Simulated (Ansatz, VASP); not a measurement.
**Ge in VASP and in Ansatz**

```
Ge
1.0
     3.99565    0.00000    0.00000
    -1.99782    3.46033    0.00000
     0.00000    0.00000    6.60271
Ge
4
Direct
  0.66667 0.33333 0.06298
  0.33333 0.66667 0.56298
  0.66667 0.33333 0.43702
  0.33333 0.66667 0.93702
```

Alike in both runs: task single point; functional r2SCAN; k mesh 12 × 12 × 6; occupations gaussian, width 0.03 eV; no spin polarisation.

|  | VASP | Ansatz |
| --- | --- | --- |
| version | VASP 6.6.1 | Ansatz 0.2.0 |
| potentials or method | VASP PAW PBE potentials, release 64 (Ge_d), cutoff 520 eV | scalar-relativistic, plane waves, PAW |
| valence electrons in the cell | 56 | 56 |

Ansatz gave:

* gap on the k mesh at the Fermi level (eV): 0.10
* least direct gap on the mesh (eV): 0.10
* pressure (GPa): 0.0

Task: What did VASP give for the same quantities?

Result: gap on the k mesh at the Fermi level (eV): 0.08; least direct gap on the mesh (eV): 0.08; pressure (GPa): 0.1.

VASP's potentials were made for PBE, not for r2SCAN. The functional is the same, so the differences come from potentials, cutoffs and numerics.
